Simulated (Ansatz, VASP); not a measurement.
## NaF: VASP beside Ansatz

File INCAR:

```
PREC = Accurate
ENCUT = 520
EDIFF = 1E-6
ISMEAR = -1
SIGMA = 0.02
LREAL = F
LASPH = T
NELM = 80
ALGO = Normal
ISIF = 2
LWAVE = F
LCHARG = F
GGA = PE
NBANDS = 14
```

Contents of KPOINTS:

```
Automatic mesh
0
Gamma
  10 10 10
```

File POSCAR:

```
NaF
1.0
    2.7105186889      0.0000000000      0.0000000000
    0.0000000000      2.7105186889      0.0000000000
    0.0000000000      0.0000000000      2.7997216886
Na F
1 1
Direct
    0.0000000000      0.0000000000      0.0000000000
    0.5000000000      0.5000000000      0.5000000000
```

Input for Ansatz:

```yaml
crystal:
  lattice:
    - [2.7105186889, 0.0, 0.0]
    - [0.0, 2.7105186889, 0.0]
    - [0.0, 0.0, 2.7997216886]
  atoms:
    - { symbol: Na, position: [0.0, 0.0, 0.0] }
    - { symbol: F, position: [0.5, 0.5, 0.5] }
kpoints:
  mp_grid: { grid: [10, 10, 10] }
  band_path:
    path: [[0.0, 0.0, 0.0], [0.0, 0.5, 0.0], [0.5, 0.5, 0.0], [0.5, 0.5, 0.5]]
    npoints: 1
hamiltonian:
  xc: pbe
scf:
  occupations: { method: fermi_dirac, width: 0.02 }
  n_extra_bands: 4
output:
  forces: true
  stress: true
  eigenvalues: true
```

Change from the starting cell: epitaxial_xy strain -3.0%.

Alike in both runs: task single point; functional PBE; k mesh 10 × 10 × 10; occupations fermi-dirac, width 0.02 eV; no spin polarisation.

```csv
,VASP,Ansatz
version,VASP 6.6.1,Ansatz 0.2.0
potentials or method,"VASP PAW PBE potentials, release 64 (Na_pv, F)","plane waves, PAW"
plane-wave cutoff (eV),520,420
valence electrons in the cell,14,16
```

VASP gave:

* gap on the k mesh at the Fermi level (eV): 6.43
* pressure (GPa): 8.7
* traceless stress, the component that is largest in VASP (GPa): -3.94

Question: Estimate Ansatz's values.

Answer: gap on the k mesh at the Fermi level (eV): 6.45; pressure (GPa): 8.9; traceless stress, the component that is largest in VASP (GPa): -3.93.

With one functional, cell and mesh, what is left measures potentials, basis and numerics. VASP's potentials hold 14 valence electrons a cell and Ansatz's 16, so a difference there can come from the potentials and not from the codes.
